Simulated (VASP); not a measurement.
## BaS: single point with PBEsol

BaS:

```
CELL_PARAMETERS angstrom
0.00000 3.20436 3.20436
3.20436 0.00000 3.20436
3.20436 3.20436 0.00000
ATOMIC_POSITIONS crystal
Ba 0.50000 0.50000 0.50000
S 0.00000 0.00000 0.00000
```

```yaml
Program: VASP 6.6.1
Task: single point
Functional: PBEsol
Potentials_or_basis: VASP PAW PBE potentials, release 64 (Ba_sv, S)
Cutoff: 520 eV
k_mesh: 10 × 10 × 10
Occupations: gaussian, width 0.05 eV
Spin: no spin polarisation
```

The pressure is -1.0 GPa and the band gap on the k mesh is 2.00 eV, indirect (least direct gap 2.15 eV).

Levels at points of the mesh, in eV from the valence-band top:
```tsv
k point	band 5	band 6	band 7	band 8	band 9	band 10	band 11	band 12
(0.00, 0.00, 0.00)	-10.34	0.00	0.00	0.00	3.36	3.78	3.78	3.78
(0.50, 0.00, 0.00)	-9.11	-1.97	-1.09	-1.09	5.43	5.49	6.23	6.23
(0.50, 0.50, 0.00)	-10.24	-0.55	-0.15	-0.15	2.00	5.86	5.88	7.43
```

Run time: 38 s on 1 thread of Intel(R) Xeon(R) Platinum 8259CL CPU @ 2.50GHz (Skylake/Cascade Lake) (shared host), peak memory 0.22 GiB.

Caveat: the PAW data sets were made with another functional, which shifts forces and pressure a little; spin-orbit coupling is left out, which moves the levels of the heavy elements. A k mesh can miss the band edges.
